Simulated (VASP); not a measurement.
# Re (P2_1/m) in VASP: notebook, part 2 of 2

VASP 6.6.1.

## (3) Single point, LDA

The input, INCAR:

```
SYSTEM = Re
ALGO = Normal
EDIFF = 1E-6
ENCUT = 520
GGA_COMPAT = .FALSE.
ISIF = 2
ISMEAR = -1
LASPH = .TRUE.
LCHARG = .FALSE.
LREAL = .FALSE.
LWAVE = .FALSE.
NBANDS = 14
NELM = 120
PREC = Accurate
SIGMA = 0.05
```

The input, KPOINTS:

```
k-points
0
G
  9 9 5
  0 0 0
```

The input, POSCAR:

```
Re
1.0
    2.7608000000      0.0000000000      0.0000000000
   -1.3804000000      2.3909229348      0.0000000000
    0.0000000000      0.0000000000      4.4582000000
Re
2
Direct
    0.4462803555      0.7812531190      0.2500000000
    0.8870531122      0.2187469083      0.7500000000
```

Potentials or basis: VASP PAW LDA potentials, release 64 (Re).

Started as:

```sh
$ cat potpaw_LDA.64/Re/POTCAR > POTCAR
$ mpirun -np 1 vasp_std > vasp.out
```

OUTCAR:

```text
SYSTEM = Re
   EDIFF = 1E-6
   ENCUT = 520
   ISIF = 2
   ISMEAR = -1
   LASPH = .TRUE.
   LREAL = .FALSE.
   NELM = 120
   PREC = Accurate

 ion  position               nearest neighbor table
   1  0.446  0.781  0.250-   2 2.54   2 2.54   2 2.71   2 2.71   2 3.27   2 3.27   2 3.28   2 3.28

   2  0.887  0.219  0.750-   1 2.54   1 2.54   1 2.71   1 2.71   1 3.27   1 3.27   1 3.28   1 3.28

  LATTYP: Found a hexagonal cell.
 ALAT       =     2.7608000000
 C/A-ratio  =     1.6148217908

  Lattice vectors:

 A1 = (   2.7608000000,   0.0000000000,   0.0000000000)
 A2 = (  -1.3804000000,   2.3909229348,   0.0000000000)
 A3 = (   0.0000000000,   0.0000000000,   4.4582000000)

Analysis of symmetry for initial positions (statically):
=====================================================================
 Subroutine PRICEL returns:
 Original cell was already a primitive cell.

 Routine SETGRP: Setting up the symmetry group for a
 hexagonal supercell.

 Subroutine GETGRP returns: Found  4 space group operations
 (whereof  1 operations were pure point group operations)
 out of a pool of 24 trial point group operations.

The static configuration has the point symmetry C_1 .
 The point group associated with its full space group is C_2h.

[... 179 lines left out ...]
     10       8.5962      0.40252
     11      10.7941      0.00000
     12      13.1686      0.00000
     13      19.0562      0.00000
     14      21.7412      0.00000
[... 377 lines left out ...]
      1       2.4815      2.00000
      2       3.6807      2.00000
      3       3.6861      2.00000
      4       4.2210      2.00000
      5       4.7864      2.00000
      6       5.5568      2.00000
      7       8.1285      1.99931
      8       9.6197      0.00000
      9      10.2667      0.00000
     10      11.6935      0.00000
     11      12.4552      0.00000
     12      17.6435      0.00000
     13      17.7614      0.00000
     14      20.8374      0.00000

 [... further k-points ...]

------------------------ aborting loop because EDIFF is reached ----------------------------------------

  FORCE on cell =-STRESS in cart. coord.  units (eV):
  Direction    XX          YY          ZZ          XY          YZ          ZX
  --------------------------------------------------------------------------------------
  -------------------------------------------------------------------------------------
  Total       -2.0496129      1.0673278      1.4458393      2.5779695      0.0000000      0.0000000
  in kB     -111.5892520     58.1096594     78.7173602    140.3551269      0.0000000      0.0000000
  external PRESSURE =       8.4125892 kB  Pullay stress =       0.0000000 kB

 VOLUME and BASIS-vectors are now :
 -----------------------------------------------------------------------------
  energy-cutoff  :      520.00
  volume of cell :       29.43
      direct lattice vectors                 reciprocal lattice vectors
     2.760800000  0.000000000  0.000000000     0.362213851  0.209124264  0.000000000
    -1.380400000  2.390922935  0.000000000     0.000000000  0.418248529  0.000000000
     0.000000000  0.000000000  4.458200000     0.000000000  0.000000000  0.224305774

 POSITION                                       TOTAL-FORCE (eV/Angst)
 -----------------------------------------------------------------------------------
      0.15365      1.86792      1.11455        -0.027911      0.173918      0.000000
      2.14702      0.52301      3.34365         0.027911     -0.173918      0.000000
 -----------------------------------------------------------------------------------
    total drift:                                0.000000     -0.000000      0.000000

  FREE ENERGIE OF THE ION-ELECTRON SYSTEM (eV)
  ---------------------------------------------------
  free  energy   TOTEN  =       -26.6887886900 eV

  energy  without entropy=      -26.6738767102  energy(sigma->0) =      -26.68133270
```

Run time: 51 s. Hardware: 1 thread of Intel Xeon 8259CL, shared host; peak memory 0.17 GiB.

What came out:

```
Free energy            : -26.6888 eV
Pressure               : 0.8 GPa
Largest force          : 0.176 eV/Å
Band gap on the k mesh : zero (bands 7 and 8 overlap by 3.74 eV)
```

Forces on the atoms (eV/Å):
```
Re  -0.028  0.174  0.000
Re   0.028 -0.174  0.000
```

Stress tensor (GPa, compression positive):
```
-11.16  14.04   0.00
 14.04   5.81   0.00
  0.00   0.00   7.87
```

Levels at points of the mesh, in eV from the Fermi level:
```
           k point  band 3  band 4  band 5  band 6  band 7  band 8  band 9  band 10  band 11  band 12
(0.00, 0.00, 0.00)   -3.97   -2.58   -1.83   -1.34   -0.82   -0.79   -0.01     0.07     2.27     4.64
```

Caveat: the stress differs along the axes, from -11 to 8 GPa; spin-orbit coupling is left out, which moves the levels of the heavy elements.

## (4) Single point, LDA

The input, INCAR:

```
SYSTEM = Re
PREC = Accurate
ENCUT = 520
EDIFF = 1E-6
ISMEAR = -1
SIGMA = 0.05
LREAL = .FALSE.
LASPH = .TRUE.
NELM = 120
ALGO = Normal
ISIF = 2
LWAVE = .FALSE.
LCHARG = .TRUE.
GGA = CA
LELF = .TRUE.
LVHAR = .TRUE.
NBANDS = 14
GGA_COMPAT = .FALSE.
```

The input, KPOINTS:

```
Automatic mesh
0
G
  9 9 5
  0 0 0
```

The input, POSCAR:

```
Re
1.0
    2.7608000000      0.0000000000      0.0000000000
   -1.3804000000      2.3909229348      0.0000000000
    0.0000000000      0.0000000000      4.4582000000
Re
2
Direct
    0.4518115384      0.8260165860      0.2500000000
    1.0481884752      0.1739834413      0.7500000000
```

Started as:

```sh
$ cat potpaw_LDA.64/Re/POTCAR > POTCAR
$ mpirun -np 1 vasp_std > vasp.out
```

It took 53 s on 1 thread of Intel Xeon 8259CL, shared host; peak memory 0.17 GiB.

Results (log left out):

```
Free energy            : -27.4080 eV
Pressure               : -7.2 GPa
Largest force          : 0.955 eV/Å
Band gap on the k mesh : zero (bands 7 and 8 overlap by 2.62 eV)
```

Forces in eV/Å, atoms in the order of the input:
```
Re  -0.927  0.230  0.000
Re   0.927 -0.230  0.000
```

Stress tensor (GPa, compression positive):
```
-8.18  3.32  0.00
 3.32 -4.99  0.00
 0.00  0.00 -8.34
```

Levels at points of the mesh, in eV from the Fermi level:
```
           k point  band 3  band 4  band 5  band 6  band 7  band 8  band 9  band 10  band 11  band 12
(0.00, 0.00, 0.00)   -2.08   -1.80   -1.40   -0.81   -0.50   -0.46    0.69     0.99     2.30     4.19
```

Caveat: the cell stands under tension; spin-orbit coupling is left out, which moves the levels of the heavy elements.

## (5) The runs side by side

| cell | gap on the mesh (eV) | pressure (GPa) | largest force (eV/Å) |
| --- | --- | --- | --- |
| as given, atomic positions A | none | -4.8 | 1.34 |
| as given, atomic positions B | none | 0.8 | 0.18 |
| as given, atomic positions C | none | -7.2 | 0.96 |

Alike in all rows: task single point; level LDA; potentials or basis VASP PAW LDA potentials, release 64 (Re); no spin polarisation; k mesh 9 × 9 × 5; cutoff (eV) 520; smearing fermi-dirac 0.05 eV.

Caveats: spin-orbit coupling is left out, which moves the levels of the heavy elements; the stress differs along the axes, from -9 to -0 GPa (at least some runs); forces of over 1 eV/Å act on the atoms, so gaps and moduli don't describe the material at rest (at least some runs); the stress differs along the axes, from -11 to 8 GPa (at least some runs); the cell stands under tension (at least some runs).

Absolute energies hang on the potentials; compare differences alone.
